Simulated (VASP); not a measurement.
LiMg3Cl6: single point with PBE

The system is LiMg3Cl6.

```
CELL_PARAMETERS angstrom
6.39251 0.00000 0.00000
-3.19626 5.53608 0.00000
0.00000 0.00000 6.78602
ATOMIC_POSITIONS crystal
Li 0.00000 0.00000 0.00000
Mg 0.33333 0.66667 0.00000
Mg 0.66667 0.33333 0.00000
Mg 0.00000 0.00000 0.50000
Cl 0.33737 0.00000 0.20666
Cl 0.00000 0.33737 0.20666
Cl 0.66263 0.66263 0.20666
Cl 0.00000 0.66263 0.79334
Cl 0.66263 0.00000 0.79334
Cl 0.33737 0.33737 0.79334
```

| Property | Result |
| --- | --- |
| Program | VASP 6.6.1 |
| Task | single point |
| Functional | PBE |
| Potentials or basis | VASP PAW PBE potentials, release 64 (Li_sv, Mg, Cl) |
| Cutoff | 520 eV |
| k mesh | 3 × 3 × 4 |
| Occupations | gaussian, width 0.1 eV |
| Spin | no spin polarisation |
| Dipole correction | no |
| Further INCAR settings | ALGO = Normal; EDIFF = 1e-06; NBANDS = 36 |

* Largest force: 0.012 eV/Å

Forces on the atoms (eV/Å):
```
Li   0.000  0.000  0.000
Mg   0.000  0.000  0.000
Mg   0.000  0.000  0.000
Mg   0.000  0.000  0.000
Cl   0.004  0.000 -0.011
Cl  -0.002  0.004 -0.011
Cl  -0.002 -0.004 -0.011
Cl   0.002 -0.004  0.011
Cl  -0.004  0.000  0.011
Cl   0.002  0.004  0.011
```

Levels at points of the mesh, in eV from the Fermi level:
```
           k point  band 23  band 24  band 25  band 26  band 27  band 28
(0.00, 0.00, 0.00)    -4.70    -4.51    -4.51    -0.87     2.36     2.91
(0.00, 0.00, 0.50)    -4.64    -4.52    -4.52     0.37     1.50     2.69
```

Run time: 2.2 min on 1 thread of Oxide Virtual Turin-like Processor, on a shared host, peak memory 0.32 GiB.

Caveat: the k points lie up to 0.38 Å⁻¹ apart; an odd number of electrons without spin polarisation forces a metal; a magnetic or distorted state may lie lower.
